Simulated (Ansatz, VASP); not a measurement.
# One calculation of Ge4MoW, two programs

```
Ge Mo W
1.0
     2.36198   -4.14314    0.00000
     2.36198    4.14314    0.00000
     0.00000    0.00000    4.72344
Ge Mo W
4 1 1
Direct
  0.33769 0.66231 0.00000
  0.83812 0.16188 0.50000
  0.66231 0.33769 0.00000
  0.16188 0.83812 0.50000
  0.00000 0.00000 0.00000
  0.50000 0.50000 0.50000
```

Alike in both runs: functional PBE; k mesh 10 × 10 × 8; occupations gaussian, width 0.1 eV; no spin polarisation.

Ansatz relaxed the structure, and its values are those at the end. VASP's run is a single point on that final structure, the one shown.

|  | VASP | Ansatz |
| --- | --- | --- |
| version | VASP 6.6.1 | Ansatz 0.2.0 |
| potentials or method | VASP PAW PBE potentials, release 64 (Ge_d, Mo_sv, W_sv), cutoff 520 eV | scalar-relativistic, plane waves, PAW |
| valence electrons in the cell | 84 | 84 |

VASP gave:

* gap on the k mesh at the Fermi level (eV): none
* pressure (GPa): 0.3

Task: Which values does Ansatz return?

Result: gap on the k mesh at the Fermi level (eV): none; pressure (GPa): 0.0.

A gap of «none» marks a metal or a gap that the smearing closes.

Spin-orbit coupling is off throughout.
